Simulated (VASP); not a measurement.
Wanted: the native input for a VASP 6.6.1 run.

| Quantity | Value |
| --- | --- |
| Task | single point |
| Functional | PBE |
| Potentials or basis | VASP PAW PBE potentials, release 64 (Cd, Se) |
| Cutoff | 520 eV |
| k mesh | 6 × 6 × 2 |
| Occupations | gaussian, width 0.01 eV |
| Spin | no spin polarisation |
| Dipole correction | no |
| Further INCAR settings | ALGO = Normal; EDIFF = 1e-06; NBANDS = 26 |

The structure of CdSe lies in POSCAR:

```
CdSe
1.0
    4.3407236653      0.0000000000      0.0000000000
   -2.1703618326      3.7591769650      0.0000000000
    0.0000000000      0.0000000000      7.2889453619
Cd Se
2 2
Direct
    0.3333333333      0.6666666667      0.0023289217
    0.6666666667      0.3333333333      0.5023289217
    0.3333333333      0.6666666667      0.3726710783
    0.6666666667      0.3333333333      0.8726710783
```

This cell differs from its parent crystal: uniaxial z strain +3.0%.

The input as run:

INCAR

```
SYSTEM = CdSe
ALGO = Normal
EDIFF = 1E-6
ENCUT = 520
GGA = PE
ISIF = 2
ISMEAR = 0
LASPH = .True.
LCHARG = .False.
LREAL = .False.
LWAVE = .False.
NBANDS = 26
NELM = 80
PREC = Accurate
SIGMA = 0.01
```

KPOINTS

```
k-points
0
Gamma
  6 6 2
  0 0 0
```

Potentials or basis: VASP PAW PBE potentials, release 64 (Cd, Se).

Command:

```sh
$ cat potpaw_PBE.64/Cd/POTCAR potpaw_PBE.64/Se/POTCAR > POTCAR
$ mpirun -np 1 vasp_std > vasp.out
```

It gave:

The pressure is 0.2 GPa and the largest force is 0.011 eV/Å. The band gap on the k mesh is 0.49 eV, direct.

Caveat: the k points lie up to 0.43 Å⁻¹ apart; the cell differs from its parent crystal (uniaxial z strain +3.0%).

Wall time 18 s on 1 thread of Intel(R) Xeon(R) 6975P-C (Granite Rapids), with other jobs on the host, peak memory 0.22 GiB.
